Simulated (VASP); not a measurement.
Wanted: the native input for a VASP 6.6.1 run.

```yaml
Task: single point
Functional: PBE
Potentials_or_basis: VASP PAW PBE potentials, release 64 (Cu, O)
Cutoff: 520 eV
k_mesh: 10 × 10 × 6
Occupations: fermi-dirac, width 0.05 eV
Spin: no spin polarisation
Hubbard_terms: Cu d U = 8.0 eV
Dipole_correction: no
Further_INCAR_settings: ALGO = Normal; EDIFF = 1e-06; NBANDS = 25
```

The structure of CuO lies in POSCAR:

```
CuO
1.0
    0.0000000000     -2.1165600000     -2.1165600000
   -2.1165600000      0.0000000000     -2.1165600000
    2.1165600000      2.1165600000     -4.2331200000
Cu O
2 2
Direct
    0.5038875400      0.4769880100      0.4880064000
    0.0038875400      0.9769880100      0.9880064000
    0.7461124600      0.7730119900      0.7619936000
    0.2461124600      0.2730119900      0.2619936000
```

These files were run (other wordings do the same):

INCAR

```
ALGO     = Normal         # electronic algorithm
EDIFF    = 1E-6           # SCF threshold, eV
ENCUT    = 520            # plane-wave cutoff, eV
GGA      = PE             # functional
ISIF     = 2              # what is computed and relaxed
ISMEAR   = -1             # smearing method
LASPH    = True           # aspherical terms in the spheres
LCHARG   = False          # write CHGCAR
LDAU     = True           # DFT+U
LDAUJ    = 0 0          
LDAUL    = 2 -1           # shell
LDAUPRINT= 1            
LDAUTYPE = 2            
LDAUU    = 8 0            # U, eV
LMAXMIX  = 4              # l up to which the mixer works
LREAL    = False          # projectors in reciprocal space
LWAVE    = False          # write WAVECAR
NBANDS   = 25             # bands
NELM     = 150            # most SCF steps
PREC     = Accurate       # precision mode
SIGMA    = 0.05           # smearing width, eV
```

KPOINTS

```
k-points
0
Gamma
  10 10 6
```

Potentials or basis: VASP PAW PBE potentials, release 64 (Cu, O).

Command:

```sh
$ cat potpaw_PBE.64/Cu/POTCAR potpaw_PBE.64/O/POTCAR > POTCAR
$ mpirun -np 1 vasp_std > vasp.out
```

It gave:

```yaml
Pressure: -1.0 GPa
Largest_force: 1.065 eV/Å
Band_gap_on_the_k_mesh: zero (bands 17 and 18 overlap by 1.21 eV)
```

Caveat: the stress differs along the axes, from -3 to 2 GPa; U without spin polarisation on a metal has little footing; forces of over 1 eV/Å act on the atoms, so gaps and moduli don't describe the material at rest.

Wall time 4.1 min on 1 thread of Oxide Virtual Turin-like Processor (shared host), peak memory 0.31 GiB.
